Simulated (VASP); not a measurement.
# Ca3AsP (Pm-3m) in VASP: notebook

Ca3AsP is run at these levels: PBEsol; tasks: single point.

Everything below comes from runs of VASP 6.6.1. Logs are shortened: lines on timing, memory, paths and dates and some standing lists are left out, and cuts for length are marked.

### 1 The cell of the first run

It takes space group Pm-3m (No. 221, cubic). The conventional cell has a = 5.334 Å, b = 5.334 Å, c = 5.334 Å, α = 90.00°, β = 90.00°, γ = 90.00°. Within 3.5 Å of Ca (site symmetry 4/mmm) lie 2 P at 2.67 Å. P (site symmetry m-3m) has 6 Ca at 2.67 Å within 3.5 Å. As (site symmetry m-3m) has 12 Ca at 3.77 Å and 8 P at 4.62 Å within 5.0 Å.

### 2 Single point, PBEsol

INCAR

```
SYSTEM = Ca3AsP
ALGO = Normal ; EDIFF = 1E-6
ENCUT = 520 ; GGA = PS
ISIF = 2 ; ISMEAR = 0
LASPH = .True. ; LCHARG = .True.
LELF = .True. ; LREAL = .False.
LVHAR = .True. ; LWAVE = .False.
NBANDS = 28 ; NELM = 60
PREC = Accurate ; SIGMA = 0.01
```

KPOINTS

```
k-points
0
Gamma
  4 4 4
  0 0 0
```

POSCAR

```
Ca3AsP
1.0
    5.3338990000      0.0000000000      0.0000000000
    0.0000000000      5.3338990000      0.0000000000
    0.0000000000      0.0000000000      5.3338990000
Ca P As
3 1 1
Direct
    0.0000000000      0.5000000000      0.5000000000
    0.5000000000      0.0000000000      0.5000000000
    0.5000000000      0.5000000000      0.0000000000
    0.5000000000      0.5000000000      0.5000000000
    0.0000000000      0.0000000000      0.0000000000
```

Potentials or basis: VASP PAW PBE potentials, release 64 (Ca_sv, P, As).

The run is started by

```bash
cat potpaw_PBE.64/Ca_sv/POTCAR potpaw_PBE.64/P/POTCAR potpaw_PBE.64/As/POTCAR > POTCAR
mpirun -np 1 vasp_std > vasp.out
```

OUTCAR:

```text
SYSTEM = Ca3AsP
   EDIFF = 1E-6
   ENCUT = 520
   GGA = PS
   ISIF = 2
   ISMEAR = 0
   LASPH = .True.
   LREAL = .False.
   NELM = 60
   PREC = Accurate

 ion  position               nearest neighbor table
   1  0.000  0.500  0.500-   4 2.67   4 2.67
   2  0.500  0.000  0.500-   4 2.67   4 2.67
   3  0.500  0.500  0.000-   4 2.67   4 2.67
   4  0.500  0.500  0.500-   1 2.67   2 2.67   3 2.67   3 2.67   2 2.67   1 2.67
   5  0.000  0.000  0.000-

  LATTYP: Found a simple cubic cell.
 ALAT       =     5.3338990000

  Lattice vectors:

 A1 = (   5.3338990000,   0.0000000000,   0.0000000000)
 A2 = (   0.0000000000,   5.3338990000,   0.0000000000)
 A3 = (   0.0000000000,   0.0000000000,   5.3338990000)

Analysis of symmetry for initial positions (statically):
=====================================================================
 Subroutine PRICEL returns:
 Original cell was already a primitive cell.

 Routine SETGRP: Setting up the symmetry group for a
 simple cubic supercell.

 Subroutine GETGRP returns: Found 48 space group operations
 (whereof 48 operations were pure point group operations)
 out of a pool of 48 trial point group operations.

The static configuration has the point symmetry O_h .

Analysis of symmetry for dynamics (positions and initial velocities):
=====================================================================
 Subroutine PRICEL returns:
 Original cell was already a primitive cell.

 Routine SETGRP: Setting up the symmetry group for a
 simple cubic supercell.

 Subroutine GETGRP returns: Found 48 space group operations
 (whereof 48 operations were pure point group operations)
 out of a pool of 48 trial point group operations.

The dynamic configuration has the point symmetry O_h .

 Subroutine INISYM returns: Found 48 space group operations
 (whereof 48 operations are pure point group operations),
 and found     1 'primitive' translations

----------------------------------------------------------------------------------------

                                     Primitive cell

  volume of cell :     151.7520

  direct lattice vectors                    reciprocal lattice vectors
     5.333899000  0.000000000  0.000000000     0.187480115  0.000000000  0.000000000
     0.000000000  5.333899000  0.000000000     0.000000000  0.187480115  0.000000000
     0.000000000  0.000000000  5.333899000     0.000000000  0.000000000  0.187480115

  length of vectors
     5.333899000  5.333899000  5.333899000     0.187480115  0.187480115  0.187480115

  position of ions in fractional coordinates (direct lattice)
     0.000000000  0.500000000  0.500000000
     0.500000000  0.000000000  0.500000000
     0.500000000  0.500000000  0.000000000
     0.500000000  0.500000000  0.500000000
     0.000000000  0.000000000  0.000000000

  ion indices of the primitive-cell ions
   primitive index   ion index
                 1           1
                 2           2
                 3           3
                 4           4
                 5           5

----------------------------------------------------------------------------------------

 KPOINTS: k-points

Automatic generation of k-mesh.
 Grid dimensions read from file:
 generate k-points for:    4    4    4

 Generating k-lattice:

  Cartesian coordinates                     Fractional coordinates (reciprocal lattice)
     0.046870029  0.000000000  0.000000000     0.250000000  0.000000000  0.000000000
     0.000000000  0.046870029  0.000000000     0.000000000  0.250000000  0.000000000
     0.000000000  0.000000000  0.046870029     0.000000000  0.000000000  0.250000000

  Length of vectors
     0.046870029  0.046870029  0.046870029

  Shift w.r.t. Gamma in fractional coordinates (k-lattice)
     0.000000000  0.000000000  0.000000000

 Subroutine IBZKPT returns following result:
 ===========================================

 Found     10 irreducible k-points:

 Following reciprocal coordinates:
            Coordinates               Weight
  0.000000  0.000000  0.000000      1.000000
  0.250000  0.000000  0.000000      6.000000
  0.500000  0.000000  0.000000      3.000000
  0.250000  0.250000  0.000000     12.000000
  0.500000  0.250000  0.000000     12.000000
  0.500000  0.500000  0.000000      3.000000
  0.250000  0.250000  0.250000      8.000000
  0.500000  0.250000  0.250000     12.000000
  0.500000  0.500000  0.250000      6.000000
  0.500000  0.500000  0.500000      1.000000
   k-points           NKPTS =     10   k-points in BZ     NKDIM =     10   number of bands    NBANDS=     28
   number of dos      NEDOS =    301   number of ions     NIONS =      5
   total plane-waves  NPLWV =  64000
   dimension x,y,z NGX =    40 NGY =   40 NGZ =   40
   dimension x,y,z NGXF=    80 NGYF=   80 NGZF=   80
   ions per type =               3   1   1
   NGX,Y,Z   is equivalent  to a cutoff of  12.47, 12.47, 12.47 a.u.
   NGXF,Y,Z  is equivalent  to a cutoff of  24.93, 24.93, 24.93 a.u.
 SYSTEM =  Ca3AsP
   PREC   = accura    normal or accurate (medium, high low for compatibility)
   ISTART =      0    job   : 0-new  1-cont  2-samecut
   ICHARG =      2    charge: 1-file 2-atom 10-const
   ISPIN  =      1    spin polarized calculation?
   LNONCOLLINEAR =      F non collinear calculations
   LSORBIT =      F    spin-orbit coupling
   LASPH  =      T    aspherical Exc in radial PAW
   ENCUT  =  520.0 eV  38.22 Ry    6.18 a.u.   9.92  9.92  9.92*2*pi/ulx,y,z
   NELM   =     60;   NELMIN=  2; NELMDL= -5     # of ELM steps
   EDIFF  = 0.1E-05   stopping-criterion for ELM
   LREAL  =      F    real-space projection
   EDIFFG = 0.1E-04   stopping-criterion for IOM
   NSW    =      0    number of steps for IOM
   IBRION =     -1    ionic relax: 0-MD 1-quasi-New 2-CG
   NFREE  =      0    steps in history (QN), initial steepest desc. (CG)
   ISIF   =      2    stress and relaxation
   ISYM   =      2    0-nonsym 1-usesym 2-fastsym
   POTIM  = 0.5000    time-step for ionic-motion
   TEBEG  =    0.0;   TEEND  =   0.0 temperature during run
   PSTRESS=    0.0 pullay stress
   NELECT =      40.0000    total number of electrons
   NUPDOWN=      -1.0000    fix difference up-down
   EMIN   =  10.00;   EMAX   =-10.00  energy-range for DOS
   EFERMI =   0.00;   METHOD = LEGACY
   ISMEAR =     0;   SIGMA  =   0.01  broadening in eV -4-tet -1-fermi 0-gaus
   EFERMI_NEDOS =   21; number of points for ismear=-14 and -15
   IALGO  =     38    algorithm
   IMIX   =      4    mixing-type and parameters
     AMIX     =   0.40;   BMIX     =  1.00
     AMIX_MAG =   1.60;   BMIX_MAG =  1.00
  volume/ion in A,a.u.               =      30.35       204.81
  Fermi-wavevector in a.u.,A,eV,Ry     =   1.049663  1.983576 14.990806  1.101793
  Thomas-Fermi vector in A             =   2.184635
   LORBIT       =      0    0 simple, 1 ext, 2 COOP (PROOUT), +10 PAW based schemes
   GGA     = PS    functional components
   LHFCALC =     F    Hartree Fock is set to
   AEXX    =    0.0000 exact exchange contribution
   IVDW    =     0    specifies the selected vdW correction
   LEPSILON=     F    determine dielectric tensor
   LRPA    =     F    only Hartree local field effects (RPA)
 non-spin polarized calculation
 Gauss-broadening in eV      SIGMA  =   0.01
  energy-cutoff  :      520.00
  volume of cell :      151.75
 maximum number of plane-waves:      4116
 NGX is ok and might be reduce to    40
   NGX = 19   NGY = 19   NGZ = 19

 number of electron      39.9999982 magnetization

 Free energy of the ion-electron system (eV)
  ---------------------------------------------------
  ext. energy  EPLUGINS =         0.00000000
  ---------------------------------------------------
  free energy    TOTEN  =       -21.49654585 eV

  energy without entropy =      -21.49654585  energy(sigma->0) =      -21.49654585

 E-fermi :   2.5939     XC(G=0):  -8.5704

 val. band max:        2.5475283906   @ k =   0.0000   0.0000   0.0000
 cond. band min:       2.6653382389   @ k =   0.0000   0.0000   0.0000
 fundamental gap:      0.1178098483
 Fermi energy:         2.5938829971

 k-point     1 :       0.0000    0.0000    0.0000
  band No.  band energies     occupation
      1     -38.3968      2.00000
      2     -38.3710      2.00000
      3     -38.3710      2.00000
      4     -19.5822      2.00000
      5     -19.5822      2.00000
      6     -19.5822      2.00000
[... 20 lines left out ...]
     27       6.0963      0.00000
     28       6.0964      0.00000

 k-point     2 :       0.2500    0.0000    0.0000
  band No.  band energies     occupation
      1     -38.3935      2.00000
      2     -38.3742      2.00000
      3     -38.3710      2.00000
      4     -19.5697      2.00000
      5     -19.5697      2.00000
      6     -19.5647      2.00000
[... 20 lines left out ...]
     27       5.9680      0.00000
     28       6.1145      0.00000

 k-point     3 :       0.5000    0.0000    0.0000
  band No.  band energies     occupation
      1     -38.3882      2.00000
      2     -38.3794      2.00000
      3     -38.3710      2.00000
      4     -19.5523      2.00000
      5     -19.5523      2.00000
      6     -19.5323      2.00000
[... 20 lines left out ...]
     27       5.6807      0.00000
     28       6.0159      0.00000

 k-point     4 :       0.2500    0.2500    0.0000
  band No.  band energies     occupation
      1     -38.3906      2.00000
      2     -38.3752      2.00000
      3     -38.3728      2.00000
      4     -19.5813      2.00000
      5     -19.5568      2.00000
      6     -19.5391      2.00000
[... 20 lines left out ...]
     27       6.0503      0.00000
     28       6.2156      0.00000

 k-point     5 :       0.5000    0.2500    0.0000
  band No.  band energies     occupation
      1     -38.3856      2.00000
      2     -38.3794      2.00000
      3     -38.3734      2.00000
      4     -19.5639      2.00000
      5     -19.5623      2.00000
      6     -19.5379      2.00000
[... 20 lines left out ...]
     27       5.8045      0.00000
     28       6.2227      0.00000

 k-point     6 :       0.5000    0.5000    0.0000
  band No.  band energies     occupation
      1     -38.3795      2.00000
      2     -38.3794      2.00000
      3     -38.3794      2.00000
      4     -19.5794      2.00000
      5     -19.5784      2.00000
      6     -19.5190      2.00000
[... 20 lines left out ...]
     27       6.1198      0.00000
     28       6.1415      0.00000

 k-point     7 :       0.2500    0.2500    0.2500
  band No.  band energies     occupation
      1     -38.3881      2.00000
      2     -38.3752      2.00000
      3     -38.3752      2.00000
      4     -19.6023      2.00000
      5     -19.5503      2.00000
      6     -19.5503      2.00000
[... 20 lines left out ...]
     27       5.9709      0.00000
     28       5.9712      0.00000

 k-point     8 :       0.5000    0.2500    0.2500
  band No.  band energies     occupation
      1     -38.3838      2.00000
      2     -38.3794      2.00000
      3     -38.3751      2.00000
      4     -19.6084      2.00000
      5     -19.5646      2.00000
      6     -19.5578      2.00000
[... 20 lines left out ...]
     27       5.8446      0.00000
     28       6.0156      0.00000

 k-point     9 :       0.5000    0.5000    0.2500
  band No.  band energies     occupation
      1     -38.3794      2.00000
      2     -38.3794      2.00000
      3     -38.3794      2.00000
      4     -19.6355      2.00000
      5     -19.5791      2.00000
      6     -19.5608      2.00000
[... 20 lines left out ...]
     27       5.7224      0.00000
     28       6.3667      0.00000

 k-point    10 :       0.5000    0.5000    0.5000
  band No.  band energies     occupation
      1     -38.3793      2.00000
      2     -38.3793      2.00000
      3     -38.3793      2.00000
      4     -19.6735      2.00000
      5     -19.5788      2.00000
      6     -19.5788      2.00000
[... 20 lines left out ...]
     27       5.5069      0.00000
     28       6.6716      0.00000

------------------------ aborting loop because EDIFF is reached ----------------------------------------

  FORCE on cell =-STRESS in cart. coord.  units (eV):
  Direction    XX          YY          ZZ          XY          YZ          ZX
  --------------------------------------------------------------------------------------
  -------------------------------------------------------------------------------------
  Total       -1.2631938     -1.2631938     -1.2631938      0.0000000      0.0000000      0.0000000
  in kB      -13.3366330    -13.3366330    -13.3366330      0.0000000      0.0000000      0.0000000
  external PRESSURE =     -13.3366330 kB  Pullay stress =       0.0000000 kB

 VOLUME and BASIS-vectors are now :
 -----------------------------------------------------------------------------
  energy-cutoff  :      520.00
  volume of cell :      151.75
      direct lattice vectors                 reciprocal lattice vectors
     5.333899000  0.000000000  0.000000000     0.187480115  0.000000000  0.000000000
     0.000000000  5.333899000  0.000000000     0.000000000  0.187480115  0.000000000
     0.000000000  0.000000000  5.333899000     0.000000000  0.000000000  0.187480115

 POSITION                                       TOTAL-FORCE (eV/Angst)
 -----------------------------------------------------------------------------------
      0.00000      2.66695      2.66695         0.000000      0.000000      0.000000
      2.66695      0.00000      2.66695         0.000000      0.000000      0.000000
      2.66695      2.66695      0.00000         0.000000      0.000000      0.000000
      2.66695      2.66695      2.66695         0.000000      0.000000      0.000000
      0.00000      0.00000      0.00000         0.000000      0.000000      0.000000
 -----------------------------------------------------------------------------------
    total drift:                                0.000000     -0.000000     -0.000000

  FREE ENERGIE OF THE ION-ELECTRON SYSTEM (eV)
  ---------------------------------------------------
  free  energy   TOTEN  =       -21.4965458469 eV

  energy  without entropy=      -21.4965458469  energy(sigma->0) =      -21.49654585
```

Run time: 62 s. Hardware: 1 thread of AMD EPYC 7R13, shared host; peak memory 0.22 GiB.

Results:

- Free energy: -21.4965 eV
- Pressure: -1.3 GPa
- Band gap on the k mesh: 0.12 eV

Levels at points of the mesh, in eV from the valence-band top:
```
           k point  band 17  band 18  band 19  band 20  band 21  band 22  band 23  band 24
(0.00, 0.00, 0.00)    -1.73     0.00     0.00     0.00     0.12     0.85     0.85     1.05
(0.50, 0.00, 0.00)    -1.69    -1.69    -0.83    -0.83     1.32     1.45     1.74     2.60
(0.50, 0.50, 0.00)    -1.88    -1.14    -1.14    -0.78     1.84     1.84     1.86     2.09
(0.50, 0.50, 0.50)    -3.21    -1.41    -1.41    -1.41     2.15     2.15     2.15     2.44
```

Caveat: the PAW data sets were made with another functional, which shifts forces and pressure a little.

### 3 Single point, PBEsol

INCAR

```
PREC = Accurate
ENCUT = 520
EDIFF = 1E-6
ISMEAR = 0
SIGMA = 0.01
LREAL = F
LASPH = T
NELM = 80
ALGO = Normal
ISIF = 2
LWAVE = F
LCHARG = T
GGA = PS
LELF = T
LVHAR = T
NBANDS = 28
```

KPOINTS

```
Automatic mesh
0
Gamma
  4 4 4
```

POSCAR is that of step 2.

Potentials or basis: VASP PAW PBE potentials, release 64 (Ca_sv, P, As).

The run is started by

```bash
cat potpaw_PBE.64/Ca_sv/POTCAR potpaw_PBE.64/P/POTCAR potpaw_PBE.64/As/POTCAR > POTCAR
mpirun -np 1 vasp_std > vasp.out
```

Run time: 58 s. Hardware: 1 thread of AMD EPYC 7R13, shared host; peak memory 0.22 GiB.

The run converged. Its results:

| Property | Result |
| --- | --- |
| Free energy | -21.4965 eV |
| Pressure | -1.3 GPa |
| Band gap on the k mesh | 0.12 eV |

Levels at points of the mesh, in eV from the valence-band top:
```tsv
k point	band 17	band 18	band 19	band 20	band 21	band 22	band 23	band 24
(0.00, 0.00, 0.00)	-1.73	0.00	0.00	0.00	0.12	0.85	0.85	1.05
(0.50, 0.00, 0.00)	-1.69	-1.69	-0.83	-0.83	1.32	1.45	1.74	2.60
(0.50, 0.50, 0.00)	-1.88	-1.14	-1.14	-0.78	1.84	1.84	1.86	2.09
(0.50, 0.50, 0.50)	-3.21	-1.41	-1.41	-1.41	2.15	2.15	2.15	2.44
```

Caveat: the PAW data sets were made with another functional, which shifts forces and pressure a little.
